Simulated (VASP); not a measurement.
# H in VASP: single point with PBEsol

Aim: the single point of H with PBEsol.

Program: VASP 6.6.1. These are calculated values, not measurements. Logs are shortened: lines on timing, memory, paths and dates and some standing lists are left out, and cuts for length are marked.

## 1. The cell of the first run

The cell holds a sublattice, 3 atoms: a = 3.126 Å, b = 3.126 Å, c = 3.126 Å, α = 90.00°, β = 90.00°, γ = 90.00°.

## 2. Single point, PBEsol, collinear spin, ferromagnetic start

INCAR reads:

```
SYSTEM = H
PREC = Accurate
ENCUT = 520
EDIFF = 1E-7
ISMEAR = 0
SIGMA = 0.1
LREAL = .False.
LASPH = .True.
NELM = 150
ALGO = Normal
ISIF = 2
LWAVE = .False.
LCHARG = .False.
ISPIN = 2
MAGMOM = 1 1 1
LORBIT = 11
GGA = PS
NBANDS = 12
```

KPOINTS reads:

```
regular mesh
0
Gamma
  12 12 12
  0 0 0
```

POSCAR reads:

```
H
1.0
    3.1260380000      0.0000000000      0.0000000000
    0.0000000000      3.1260380000      0.0000000000
    0.0000000000      0.0000000000      3.1260380000
H
3
Direct
    0.0000000000      0.5000000000      0.5000000000
    0.5000000000      0.0000000000      0.5000000000
    0.5000000000      0.5000000000      0.0000000000
```

Potentials or basis: VASP PAW PBE potentials, release 64 (H).

On the command line:

```console
$ cat potpaw_PBE.64/H/POTCAR > POTCAR
$ mpirun -np 1 vasp_std > vasp.out
```

OUTCAR:

```text
SYSTEM = H
   PREC = Accurate
   ENCUT = 520
   EDIFF = 1E-7
   ISMEAR = 0
   LREAL = .False.
   LASPH = .True.
   NELM = 150
   ISIF = 2
   ISPIN = 2
   LORBIT = 11
   GGA = PS

 ion  position               nearest neighbor table
   1  0.000  0.500  0.500-
   2  0.500  0.000  0.500-
   3  0.500  0.500  0.000-

  LATTYP: Found a simple cubic cell.
 ALAT       =     3.1260380000

  Lattice vectors:

 A1 = (   3.1260380000,   0.0000000000,   0.0000000000)
 A2 = (   0.0000000000,   3.1260380000,   0.0000000000)
 A3 = (   0.0000000000,   0.0000000000,   3.1260380000)

Analysis of symmetry for initial positions (statically):
=====================================================================
 Subroutine PRICEL returns:
 Original cell was already a primitive cell.

 Routine SETGRP: Setting up the symmetry group for a
 simple cubic supercell.

 Subroutine GETGRP returns: Found 48 space group operations
 (whereof 48 operations were pure point group operations)
 out of a pool of 48 trial point group operations.

The static configuration has the point symmetry O_h .

Analysis of symmetry for dynamics (positions and initial velocities):
=====================================================================
 Subroutine PRICEL returns:
 Original cell was already a primitive cell.

 Routine SETGRP: Setting up the symmetry group for a
 simple cubic supercell.

 Subroutine GETGRP returns: Found 48 space group operations
 (whereof 48 operations were pure point group operations)
 out of a pool of 48 trial point group operations.

The dynamic configuration has the point symmetry O_h .

Analysis of structural, dynamic, and magnetic symmetry:
=====================================================================
 Subroutine PRICEL returns:
 Original cell was already a primitive cell.

 Routine SETGRP: Setting up the symmetry group for a
 simple cubic supercell.

 Subroutine GETGRP returns: Found 48 space group operations
 (whereof 48 operations were pure point group operations)
 out of a pool of 48 trial point group operations.

The overall configuration has the point symmetry O_h .

 Subroutine INISYM returns: Found 48 space group operations
 (whereof 48 operations are pure point group operations),
 and found     1 'primitive' translations

----------------------------------------------------------------------------------------

                                     Primitive cell

  volume of cell :      30.5480

  direct lattice vectors                    reciprocal lattice vectors
     3.126038000  0.000000000  0.000000000     0.319893744  0.000000000  0.000000000
     0.000000000  3.126038000  0.000000000     0.000000000  0.319893744  0.000000000
     0.000000000  0.000000000  3.126038000     0.000000000  0.000000000  0.319893744

  length of vectors
     3.126038000  3.126038000  3.126038000     0.319893744  0.319893744  0.319893744

  position of ions in fractional coordinates (direct lattice)
     0.000000000  0.500000000  0.500000000
     0.500000000  0.000000000  0.500000000
     0.500000000  0.500000000  0.000000000

  ion indices of the primitive-cell ions
   primitive index   ion index
                 1           1
                 2           2
                 3           3

----------------------------------------------------------------------------------------

 KPOINTS: regular mesh

Automatic generation of k-mesh.
 Grid dimensions read from file:
 generate k-points for:   12   12   12

 Generating k-lattice:

  Cartesian coordinates                     Fractional coordinates (reciprocal lattice)
     0.026657812  0.000000000  0.000000000     0.083333333  0.000000000  0.000000000
     0.000000000  0.026657812  0.000000000     0.000000000  0.083333333  0.000000000
     0.000000000  0.000000000  0.026657812     0.000000000  0.000000000  0.083333333

  Length of vectors
     0.026657812  0.026657812  0.026657812

  Shift w.r.t. Gamma in fractional coordinates (k-lattice)
     0.000000000  0.000000000  0.000000000

 Subroutine IBZKPT returns following result:
 ===========================================

 Found     84 irreducible k-points:

 Following reciprocal coordinates:
            Coordinates               Weight
  0.000000  0.000000  0.000000      1.000000
  0.083333  0.000000  0.000000      6.000000
  0.166667  0.000000  0.000000      6.000000
  0.250000  0.000000  0.000000      6.000000
  0.333333  0.000000  0.000000      6.000000
  0.416667  0.000000  0.000000      6.000000
[... 16 lines left out ...]
  0.333333  0.333333  0.000000     12.000000
  0.416667  0.333333  0.000000     24.000000
 [... further k-points ...]
   k-points           NKPTS =     84   k-points in BZ     NKDIM =     84   number of bands    NBANDS=     12
   number of dos      NEDOS =    301   number of ions     NIONS =      3
   total plane-waves  NPLWV =  13824
   dimension x,y,z NGX =    24 NGY =   24 NGZ =   24
   dimension x,y,z NGXF=    48 NGYF=   48 NGZF=   48
   ions per type =               3
   NGX,Y,Z   is equivalent  to a cutoff of  12.76, 12.76, 12.76 a.u.
   NGXF,Y,Z  is equivalent  to a cutoff of  25.53, 25.53, 25.53 a.u.
 SYSTEM =  H
   PREC   = accura    normal or accurate (medium, high low for compatibility)
   ISTART =      0    job   : 0-new  1-cont  2-samecut
   ICHARG =      2    charge: 1-file 2-atom 10-const
   ISPIN  =      2    spin polarized calculation?
   LNONCOLLINEAR =      F non collinear calculations
   LSORBIT =      F    spin-orbit coupling
   LASPH  =      T    aspherical Exc in radial PAW
   ENCUT  =  520.0 eV  38.22 Ry    6.18 a.u.   5.81  5.81  5.81*2*pi/ulx,y,z
   NELM   =    150;   NELMIN=  2; NELMDL= -5     # of ELM steps
   EDIFF  = 0.1E-06   stopping-criterion for ELM
   LREAL  =      F    real-space projection
   EDIFFG = 0.1E-05   stopping-criterion for IOM
   NSW    =      0    number of steps for IOM
   IBRION =     -1    ionic relax: 0-MD 1-quasi-New 2-CG
   NFREE  =      0    steps in history (QN), initial steepest desc. (CG)
   ISIF   =      2    stress and relaxation
   ISYM   =      2    0-nonsym 1-usesym 2-fastsym
   POTIM  = 0.5000    time-step for ionic-motion
   TEBEG  =    0.0;   TEEND  =   0.0 temperature during run
   PSTRESS=    0.0 pullay stress
   NELECT =       3.0000    total number of electrons
   NUPDOWN=      -1.0000    fix difference up-down
   EMIN   =  10.00;   EMAX   =-10.00  energy-range for DOS
   EFERMI =   0.00;   METHOD = LEGACY
   ISMEAR =     0;   SIGMA  =   0.10  broadening in eV -4-tet -1-fermi 0-gaus
   EFERMI_NEDOS =   21; number of points for ismear=-14 and -15
   IALGO  =     38    algorithm
   IMIX   =      4    mixing-type and parameters
     AMIX     =   0.40;   BMIX     =  1.00
     AMIX_MAG =   1.60;   BMIX_MAG =  1.00
  volume/ion in A,a.u.               =      10.18        68.72
  Fermi-wavevector in a.u.,A,eV,Ry     =   0.755303  1.427315  7.761880  0.570482
  Thomas-Fermi vector in A             =   1.853166
   LORBIT       =     11    0 simple, 1 ext, 2 COOP (PROOUT), +10 PAW based schemes
   GGA     = PS    functional components
   LHFCALC =     F    Hartree Fock is set to
   AEXX    =    0.0000 exact exchange contribution
   IVDW    =     0    specifies the selected vdW correction
   LEPSILON=     F    determine dielectric tensor
   LRPA    =     F    only Hartree local field effects (RPA)
 spin polarized calculation
 Gauss-broadening in eV      SIGMA  =   0.10
  energy-cutoff  :      520.00
  volume of cell :       30.55
 maximum number of plane-waves:       840
 NGX is ok and might be reduce to    24
   NGX = 11   NGY = 11   NGZ = 11

 number of electron       3.0000000 magnetization       3.0000000

 Free energy of the ion-electron system (eV)
  ---------------------------------------------------
  ext. energy  EPLUGINS =         0.00000000
  ---------------------------------------------------
  free energy    TOTEN  =        -1.55066961 eV

  energy without entropy =       -1.55066961  energy(sigma->0) =       -1.55066961

 E-fermi :  -0.3005     XC(G=0):   6.6518

 val. band max:       -0.8791297924   @ k =   0.5000   0.0000   0.0000
 cond. band min:       2.8597843931   @ k =   0.5000   0.5000   0.0000
 fundamental gap:      3.7389141855
 Fermi energy:        -0.3004773876

 spin component 1

 k-point     1 :       0.0000    0.0000    0.0000
  band No.  band energies     occupation
      1     -10.5551      1.00000
      2      -1.4094      1.00000
      3      -1.4094      1.00000
      4       8.2723      0.00000
      5       8.2723      0.00000
      6       8.2723      0.00000
      7       9.3380      0.00000
      8      19.2448      0.00000
      9      19.2448      0.00000
     10      19.8040      0.00000
     11      21.7798      0.00000
     12      21.7798      0.00000
[... 333 lines left out ...]
      1      -7.1516      1.00000
      2      -4.9086      1.00000
      3      -3.1998      1.00000
      4       4.0818      0.00000
      5       9.1497      0.00000
      6      11.3862      0.00000
      7      12.3827      0.00000
      8      12.8999      0.00000
      9      15.2400      0.00000
     10      17.7461      0.00000
     11      19.7964      0.00000
     12      21.2657      0.00000

 [... further k-points ...]

 spin component 2

 k-point     1 :       0.0000    0.0000    0.0000
  band No.  band energies     occupation
      1      20.0014      0.00000
      2      32.2813      0.00000
      3      35.6138      0.00000
      4      35.6138      0.00000
      5      35.6138      0.00000
      6      36.7115      0.00000
      7      36.7115      0.00000
      8      47.4392      0.00000
      9      49.9428      0.00000
     10      49.9428      0.00000
     11      50.2342      0.00000
     12      50.2342      0.00000
[... 333 lines left out ...]
      1      24.2712      0.00000
      2      26.6196      0.00000
      3      29.7114      0.00000
      4      32.0530      0.00000
      5      39.6154      0.00000
      6      39.8727      0.00000
      7      42.1173      0.00000
      8      42.2869      0.00000
      9      44.6960      0.00000
     10      45.3799      0.00000
     11      47.1470      0.00000
     12      47.7563      0.00000

 [... further k-points ...]
[... 5 lines left out ...]
  --------------------------------------------------------------------------------------
  -------------------------------------------------------------------------------------
  Total        2.4735651      2.4735651      2.4735651     -0.0000000     -0.0000000      0.0000000
  in kB      129.7332098    129.7332098    129.7332098     -0.0000000     -0.0000000      0.0000000
  external PRESSURE =     129.7332098 kB  Pullay stress =       0.0000000 kB

 VOLUME and BASIS-vectors are now :
 -----------------------------------------------------------------------------
  energy-cutoff  :      520.00
  volume of cell :       30.55
      direct lattice vectors                 reciprocal lattice vectors
     3.126038000  0.000000000  0.000000000     0.319893744  0.000000000  0.000000000
     0.000000000  3.126038000  0.000000000     0.000000000  0.319893744  0.000000000
     0.000000000  0.000000000  3.126038000     0.000000000  0.000000000  0.319893744

 POSITION                                       TOTAL-FORCE (eV/Angst)
 -----------------------------------------------------------------------------------
      0.00000      1.56302      1.56302         0.000000      0.000000      0.000000
      1.56302      0.00000      1.56302         0.000000      0.000000      0.000000
      1.56302      1.56302      0.00000         0.000000      0.000000      0.000000
 -----------------------------------------------------------------------------------
    total drift:                                0.000000     -0.000000     -0.000000

  FREE ENERGIE OF THE ION-ELECTRON SYSTEM (eV)
  ---------------------------------------------------
  free  energy   TOTEN  =        -1.5506696089 eV

  energy  without entropy=       -1.5506696089  energy(sigma->0) =       -1.55066961

 total charge

# of ion       s       p       d       tot
------------------------------------------
    1        0.399   0.003   0.000   0.401
    2        0.399   0.003   0.000   0.401
    3        0.399   0.003   0.000   0.401
--------------------------------------------------
tot          1.196   0.008   0.000   1.204

 magnetization (x)

# of ion       s       p       d       tot
------------------------------------------
    1        0.399   0.003   0.000   0.401
    2        0.399   0.003   0.000   0.401
    3        0.399   0.003   0.000   0.401
--------------------------------------------------
tot          1.196   0.008   0.000   1.204
```

Wall time 23 s (1 thread of Intel Xeon 6975P-C (Granite Rapids), shared host); peak memory 0.16 GiB.

Results:

```yaml
Free_energy: -1.5507 eV
Pressure: 13.0 GPa
Band_gap_on_the_k_mesh: 3.74 eV, indirect (least direct gap 7.08 eV)
Net_moment: 3.00 μB per cell
Site_moments: H +0.40 μB
Valence_electrons_inside_the_program's_atomic_spheres: H 0.40
```

Caveat: the PAW data sets were made with another functional, which shifts forces and pressure a little.
